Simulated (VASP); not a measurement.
Runs of VASP 6.6.1 on Si. The structure is that of space group I4/mmm (No. 139), or close to it. The cells are those of the table. 

| cell | gap on the mesh (eV) | pressure (GPa) | largest force (eV/Å) |
| --- | --- | --- | --- |
| a = 4.858 Å, angles 99.0, 99.0, 133.5°, 4 atoms | none | 11.1 | 1.08 |
| a = 4.431 Å, angles 100.8, 100.8, 128.7°, 4 atoms | none | 55.2 | 6.38 |
| a = 5.396, b = 5.396, c = 5.191 Å, angles 97.6, 97.6, 138.3°, 4 atoms | (b) | (a) | 0.59 |
| a = 5.837, b = 5.837, c = 5.630 Å, angles 96.4, 96.4, 141.6°, 4 atoms | none | -11.7 | 0.50 |
| a = 4.744, b = 4.744, c = 4.544 Å, angles 99.8, 99.8, 132.3°, 4 atoms | none | 28.3 | 3.44 |

Alike in all rows: task single point; level PBEsol; potentials or basis VASP PAW PBE potentials, release 64 (Si); no spin polarisation; k mesh 10 × 10 × 10; cutoff (eV) 520; smearing gaussian 0.03 eV.

Q: Fill in the values left out.

A: (a) -6.5; (b) 0.03.

Caveats: the PAW data sets were made with another functional, which shifts forces and pressure a little; semilocal functionals underestimate gaps, and a narrow one can read as zero (at least some runs); the stress differs along the axes, from 4 to 15 GPa (at least some runs); the stress differs along the axes, from 21 to 72 GPa (at least some runs); the stress differs along the axes, from -9 to -2 GPa (at least some runs); the smearing spreads over this small gap (at least some runs); the stress differs along the axes, from -16 to -4 GPa (at least some runs).

A k mesh can miss the band edges.

A gap of «none» marks levels without a gap at the run's occupations.
